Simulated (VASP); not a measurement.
# Ru (P6_3/mmc) in VASP: a series of runs

Ru is run at these levels: PBEsol; tasks: single point.

All numbers are computed with VASP 6.6.1; they aren't measurements. Logs are shortened: lines on timing, memory, paths and dates and some standing lists are left out, and cuts for length are marked.

## Step 1: The cell of the first run

Symmetry: P6_3/mmc, No. 194, hexagonal system. Conventional cell: a = 2.706 Å, b = 2.706 Å, c = 4.282 Å, α = 90.00°, β = 90.00°, γ = 120.00°. Within 3.5 Å of Ru (site symmetry -6m2) lie 12 Ru at 2.65 to 2.71 Å.

## Step 2: Single point, PBEsol

Contents of INCAR:

```
PREC     = Accurate       # precision mode
ENCUT    = 520            # plane-wave cutoff, eV
EDIFF    = 1E-6           # SCF threshold, eV
ISMEAR   = 0              # smearing method
SIGMA    = 0.15           # smearing width, eV
LREAL    = F              # projectors in reciprocal space
LASPH    = T              # aspherical terms in the spheres
NELM     = 60             # most SCF steps
ALGO     = Fast           # electronic algorithm
ISIF     = 2              # what is computed and relaxed
LWAVE    = F              # write WAVECAR
LCHARG   = F              # write CHGCAR
GGA      = PS             # functional
NBANDS   = 21             # bands
```

Contents of KPOINTS:

```
regular mesh
0
Gamma
  24 24 12
```

Contents of POSCAR:

```
Ru
1.0
    2.7057993342      0.0000000000      0.0000000000
   -1.3528996671      2.3432909610      0.0000000000
    0.0000000000      0.0000000000      4.2819000000
Ru
2
Direct
    0.3333333333      0.6666666667      0.2500000000
    0.6666666667      0.3333333333      0.7500000000
```

Potentials or basis: VASP PAW PBE potentials, release 64 (Ru_pv).

The run is started by

```sh
$ cat potpaw_PBE.64/Ru_pv/POTCAR > POTCAR
$ mpirun -np 1 vasp_std > vasp.out
```

OUTCAR:

```text
PREC = Accurate
   ENCUT = 520
   EDIFF = 1E-6
   ISMEAR = 0
   LREAL = F
   LASPH = T
   NELM = 60
   ISIF = 2
   GGA = PS

 ion  position               nearest neighbor table
   1  0.333  0.667  0.250-   2 2.65   2 2.65   2 2.65   2 2.65   2 2.65   2 2.65
   2  0.667  0.333  0.750-   1 2.65   1 2.65   1 2.65   1 2.65   1 2.65   1 2.65

  LATTYP: Found a hexagonal cell.
 ALAT       =     2.7057993342
 C/A-ratio  =     1.5824898565

  Lattice vectors:

 A1 = (   2.7057993342,   0.0000000000,   0.0000000000)
 A2 = (  -1.3528996671,   2.3432909610,   0.0000000000)
 A3 = (   0.0000000000,   0.0000000000,   4.2819000000)

Analysis of symmetry for initial positions (statically):
=====================================================================
 Subroutine PRICEL returns:
 Original cell was already a primitive cell.

 Routine SETGRP: Setting up the symmetry group for a
 hexagonal supercell.

 Subroutine GETGRP returns: Found 24 space group operations
 (whereof 12 operations were pure point group operations)
 out of a pool of 24 trial point group operations.

The static configuration has the point symmetry D_3d.
 The point group associated with its full space group is D_6h.

Analysis of symmetry for dynamics (positions and initial velocities):
=====================================================================
 Subroutine PRICEL returns:
 Original cell was already a primitive cell.

 Routine SETGRP: Setting up the symmetry group for a
 hexagonal supercell.

 Subroutine GETGRP returns: Found 24 space group operations
 (whereof 12 operations were pure point group operations)
 out of a pool of 24 trial point group operations.

The dynamic configuration has the point symmetry D_3d.
 The point group associated with its full space group is D_6h.

 Subroutine INISYM returns: Found 24 space group operations
 (whereof 12 operations are pure point group operations),
 and found     1 'primitive' translations

----------------------------------------------------------------------------------------

                                     Primitive cell

  volume of cell :      27.1493

  direct lattice vectors                    reciprocal lattice vectors
     2.705799334  0.000000000  0.000000000     0.369576556  0.213375124  0.000000000
    -1.352899667  2.343290961  0.000000000     0.000000000  0.426750249  0.000000000
     0.000000000  0.000000000  4.281900000     0.000000000  0.000000000  0.233541185

  length of vectors
     2.705799334  2.705799334  4.281900000     0.426750249  0.426750249  0.233541185

  position of ions in fractional coordinates (direct lattice)
     0.333333333  0.666666667  0.250000000
     0.666666667  0.333333333  0.750000000

  ion indices of the primitive-cell ions
   primitive index   ion index
                 1           1
                 2           2

----------------------------------------------------------------------------------------

 KPOINTS: regular mesh

Automatic generation of k-mesh.
 Grid dimensions read from file:
 generate k-points for:   24   24   12

 Generating k-lattice:

  Cartesian coordinates                     Fractional coordinates (reciprocal lattice)
     0.015399023  0.008890630  0.000000000     0.041666667  0.000000000  0.000000000
     0.000000000  0.017781260  0.000000000     0.000000000  0.041666667  0.000000000
     0.000000000  0.000000000  0.019461765     0.000000000  0.000000000  0.083333333

  Length of vectors
     0.017781260  0.017781260  0.019461765

  Shift w.r.t. Gamma in fractional coordinates (k-lattice)
     0.000000000  0.000000000  0.000000000

 Subroutine IBZKPT returns following result:
 ===========================================

 Found    427 irreducible k-points:

 Following reciprocal coordinates:
            Coordinates               Weight
  0.000000  0.000000  0.000000      1.000000
  0.041667  0.000000  0.000000      6.000000
  0.083333  0.000000  0.000000      6.000000
  0.125000  0.000000  0.000000      6.000000
  0.166667  0.000000  0.000000      6.000000
  0.208333 -0.000000  0.000000      6.000000
[... 16 lines left out ...]
  0.416667  0.041667  0.000000     12.000000
  0.458333  0.041667  0.000000     12.000000
 [... further k-points ...]
   k-points           NKPTS =    427   k-points in BZ     NKDIM =    427   number of bands    NBANDS=     21
   number of dos      NEDOS =    301   number of ions     NIONS =      2
   total plane-waves  NPLWV =  12800
   dimension x,y,z NGX =    20 NGY =   20 NGZ =   32
   dimension x,y,z NGXF=    40 NGYF=   40 NGZF=   64
   ions per type =               2
   NGX,Y,Z   is equivalent  to a cutoff of  12.29, 12.29, 12.42 a.u.
   NGXF,Y,Z  is equivalent  to a cutoff of  24.58, 24.58, 24.85 a.u.
 SYSTEM =  unknown system
   PREC   = accura    normal or accurate (medium, high low for compatibility)
   ISTART =      0    job   : 0-new  1-cont  2-samecut
   ICHARG =      2    charge: 1-file 2-atom 10-const
   ISPIN  =      1    spin polarized calculation?
   LNONCOLLINEAR =      F non collinear calculations
   LSORBIT =      F    spin-orbit coupling
   LASPH  =      T    aspherical Exc in radial PAW
   ENCUT  =  520.0 eV  38.22 Ry    6.18 a.u.   5.03  5.03  7.96*2*pi/ulx,y,z
   NELM   =     60;   NELMIN=  2; NELMDL= -5     # of ELM steps
   EDIFF  = 0.1E-05   stopping-criterion for ELM
   LREAL  =      F    real-space projection
   EDIFFG = 0.1E-04   stopping-criterion for IOM
   NSW    =      0    number of steps for IOM
   IBRION =     -1    ionic relax: 0-MD 1-quasi-New 2-CG
   NFREE  =      0    steps in history (QN), initial steepest desc. (CG)
   ISIF   =      2    stress and relaxation
   ISYM   =      2    0-nonsym 1-usesym 2-fastsym
   POTIM  = 0.5000    time-step for ionic-motion
   TEBEG  =    0.0;   TEEND  =   0.0 temperature during run
   PSTRESS=    0.0 pullay stress
   NELECT =      28.0000    total number of electrons
   NUPDOWN=      -1.0000    fix difference up-down
   EMIN   =  10.00;   EMAX   =-10.00  energy-range for DOS
   EFERMI =   0.00;   METHOD = LEGACY
   ISMEAR =     0;   SIGMA  =   0.15  broadening in eV -4-tet -1-fermi 0-gaus
   EFERMI_NEDOS =   21; number of points for ismear=-14 and -15
   IALGO  =     68    algorithm
   IMIX   =      4    mixing-type and parameters
     AMIX     =   0.40;   BMIX     =  1.00
     AMIX_MAG =   1.60;   BMIX_MAG =  1.00
  volume/ion in A,a.u.               =      13.57        91.61
  Fermi-wavevector in a.u.,A,eV,Ry     =   1.654022  3.125649 37.222686  2.735790
  Thomas-Fermi vector in A             =   2.742361
   LORBIT       =      0    0 simple, 1 ext, 2 COOP (PROOUT), +10 PAW based schemes
   GGA     = PS    functional components
   LHFCALC =     F    Hartree Fock is set to
   AEXX    =    0.0000 exact exchange contribution
   IVDW    =     0    specifies the selected vdW correction
   LEPSILON=     F    determine dielectric tensor
   LRPA    =     F    only Hartree local field effects (RPA)
 non-spin polarized calculation
 RMM-DIIS sequential band-by-band and
 Gauss-broadening in eV      SIGMA  =   0.15
  energy-cutoff  :      520.00
  volume of cell :       27.15
 maximum number of plane-waves:       756
 NGX is ok and might be reduce to    20
   NGX =  9   NGY =  9   NGZ = 15

 number of electron      28.0000008 magnetization

 Free energy of the ion-electron system (eV)
  ---------------------------------------------------
  ext. energy  EPLUGINS =         0.00000000
  ---------------------------------------------------
  free energy    TOTEN  =       -20.34031011 eV

  energy without entropy =      -20.32053930  energy(sigma->0) =      -20.33042470

 E-fermi :  12.7165     XC(G=0): -14.2821

 val. band max:       12.7070801540   @ k =   0.2917  -0.0000   0.1667
 cond. band min:      12.7195901695   @ k =   0.2917   0.0833   0.0000
 fundamental gap:      0.0125100155
 Fermi energy:        12.7165001687

 k-point     1 :       0.0000    0.0000    0.0000
  band No.  band energies     occupation
      1     -30.9020      2.00000
      2     -29.9630      2.00000
      3     -29.9630      2.00000
      4     -29.7919      2.00000
      5     -29.7919      2.00000
      6     -29.7512      2.00000
[... 13 lines left out ...]
     20      22.9767      0.00000
     21      23.0870      0.00000

 k-point     2 :       0.0417    0.0000    0.0000
  band No.  band energies     occupation
      1     -30.8960      2.00000
      2     -29.9758      2.00000
      3     -29.9673      2.00000
      4     -29.8053      2.00000
      5     -29.7936      2.00000
      6     -29.7539      2.00000
[... 13 lines left out ...]
     20      22.9767      0.00000
     21      23.0821      0.00000

 k-point     3 :       0.0833    0.0000    0.0000
  band No.  band energies     occupation
      1     -30.8782      2.00000
      2     -30.0134      2.00000
      3     -29.9800      2.00000
      4     -29.8445      2.00000
      5     -29.7988      2.00000
      6     -29.7622      2.00000
[... 13 lines left out ...]
     20      22.9767      0.00000
     21      23.0682      0.00000

 k-point     4 :       0.1250    0.0000    0.0000
  band No.  band energies     occupation
      1     -30.8493      2.00000
      2     -30.0732      2.00000
      3     -29.9997      2.00000
      4     -29.9061      2.00000
      5     -29.8074      2.00000
      6     -29.7761      2.00000
[... 13 lines left out ...]
     20      22.9766      0.00000
     21      23.0482      0.00000

 k-point     5 :       0.1667    0.0000    0.0000
  band No.  band energies     occupation
      1     -30.8101      2.00000
      2     -30.1512      2.00000
      3     -30.0249      2.00000
      4     -29.9853      2.00000
      5     -29.8190      2.00000
      6     -29.7955      2.00000
[... 13 lines left out ...]
     20      22.9766      0.00000
     21      23.0285      0.00000
[... 382 lines left out ...]
     20      22.9691      0.00000
     21      23.7088      0.00000

 k-point    22 :       0.3750    0.0417    0.0000
  band No.  band energies     occupation
      1     -30.6344      2.00000
      2     -30.4936      2.00000
      3     -30.4510      2.00000
      4     -30.1784      2.00000
      5     -29.9871      2.00000
      6     -29.9067      2.00000
[... 13 lines left out ...]
     20      23.5389      0.00000
     21      26.3370      0.00000

 k-point    23 :       0.4167    0.0417    0.0000
  band No.  band energies     occupation
      1     -30.6828      2.00000
      2     -30.4940      2.00000
      3     -30.4459      2.00000
      4     -30.1938      2.00000
      5     -30.0222      2.00000
      6     -29.9154      2.00000
[... 13 lines left out ...]
     20      24.2289      0.00000
     21      25.7892      0.00000

 k-point    24 :       0.4583    0.0417    0.0000
  band No.  band energies     occupation
      1     -30.7078      2.00000
      2     -30.5162      2.00000
      3     -30.4176      2.00000
      4     -30.2017      2.00000
      5     -30.0440      2.00000
      6     -29.9199      2.00000
[... 13 lines left out ...]
     20      24.6353      0.00000
     21      25.4740      0.00000

 [... further k-points ...]
[... 5 lines left out ...]
  --------------------------------------------------------------------------------------
  -------------------------------------------------------------------------------------
  Total       -0.9756134     -0.9756134     -1.2663504     -0.0000000      0.0000000      0.0000000
  in kB      -57.5744791    -57.5744791    -74.7319229     -0.0000000      0.0000000      0.0000000
  external PRESSURE =     -63.2936271 kB  Pullay stress =       0.0000000 kB

 VOLUME and BASIS-vectors are now :
 -----------------------------------------------------------------------------
  energy-cutoff  :      520.00
  volume of cell :       27.15
      direct lattice vectors                 reciprocal lattice vectors
     2.705799334  0.000000000  0.000000000     0.369576556  0.213375124  0.000000000
    -1.352899667  2.343290961  0.000000000     0.000000000  0.426750249  0.000000000
     0.000000000  0.000000000  4.281900000     0.000000000  0.000000000  0.233541185

 POSITION                                       TOTAL-FORCE (eV/Angst)
 -----------------------------------------------------------------------------------
     -0.00000      1.56219      1.07048         0.000000      0.000000      0.000000
      1.35290      0.78110      3.21143        -0.000000     -0.000000      0.000000
 -----------------------------------------------------------------------------------
    total drift:                               -0.000000      0.000000     -0.000000

  FREE ENERGIE OF THE ION-ELECTRON SYSTEM (eV)
  ---------------------------------------------------
  free  energy   TOTEN  =       -20.3403101111 eV

  energy  without entropy=      -20.3205392963  energy(sigma->0) =      -20.33042470
```

Run time: 3.6 min. Hardware: 1 thread of AMD EPYC 7R43 (Zen 3), shared host; peak memory 0.25 GiB.

What came out:

| Property | Result |
| --- | --- |
| Free energy | -20.3403 eV |
| Pressure | -6.3 GPa |
| Band gap on the k mesh | zero (band 14 reaches 14.32 eV, above the bottom of band 15 at 11.13 eV) |

Caveat: the PAW data sets were made with another functional, which shifts forces and pressure a little.

## Step 3: Single point, PBEsol

Contents of INCAR:

```
SYSTEM = Ru
ALGO = Fast
EDIFF = 1E-6
ENCUT = 520
GGA = PS
ISIF = 2
ISMEAR = 0
LASPH = .True.
LCHARG = .True.
LELF = .True.
LREAL = .False.
LVHAR = .True.
LWAVE = .False.
NBANDS = 21
NELM = 60
PREC = Accurate
SIGMA = 0.15
```

Contents of KPOINTS:

```
k-points
0
Gamma
  24 24 12
  0 0 0
```

POSCAR is that of step 2.

Potentials or basis: VASP PAW PBE potentials, release 64 (Ru_pv).

The run is started by

```sh
$ cat potpaw_PBE.64/Ru_pv/POTCAR > POTCAR
$ mpirun -np 1 vasp_std > vasp.out
```

Wall time 3.4 min (1 thread of AMD EPYC 7R43 (Zen 3), shared host); peak memory 0.25 GiB.

Results (log left out):

```
Free energy            : -20.3403 eV
Pressure               : -6.3 GPa
Band gap on the k mesh : zero (band 14 reaches 14.32 eV, above the bottom of band 15 at 11.13 eV)
```

Stress tensor (GPa, compression positive):
```
-5.76  0.00  0.00
 0.00 -5.76  0.00
 0.00  0.00 -7.47
```

Levels at points of the mesh, in eV from the Fermi level:
| k point | band 10 | band 11 | band 12 | band 13 | band 14 | band 15 | band 16 | band 17 | band 18 | band 19 |
| --- | --- | --- | --- | --- | --- | --- | --- | --- | --- | --- |
| (0.00, 0.00, 0.00) | -2.62 | -2.45 | -1.94 | -1.94 | -1.41 | -1.41 | 1.18 | 1.18 | 1.22 | 10.15 |
| (0.50, 0.00, 0.00) | -3.04 | -2.10 | -1.84 | -1.55 | 1.42 | 1.84 | 1.92 | 4.04 | 6.08 | 11.00 |
| (0.00, 0.00, 0.50) | -2.79 | -2.79 | -2.79 | -2.75 | -2.75 | 0.54 | 0.54 | 0.54 | 0.54 | 10.26 |
| (0.50, 0.00, 0.50) | -4.56 | -1.07 | -1.07 | 0.41 | 0.41 | 1.68 | 1.68 | 3.35 | 3.35 | 10.22 |

Caveat: the PAW data sets were made with another functional, which shifts forces and pressure a little.
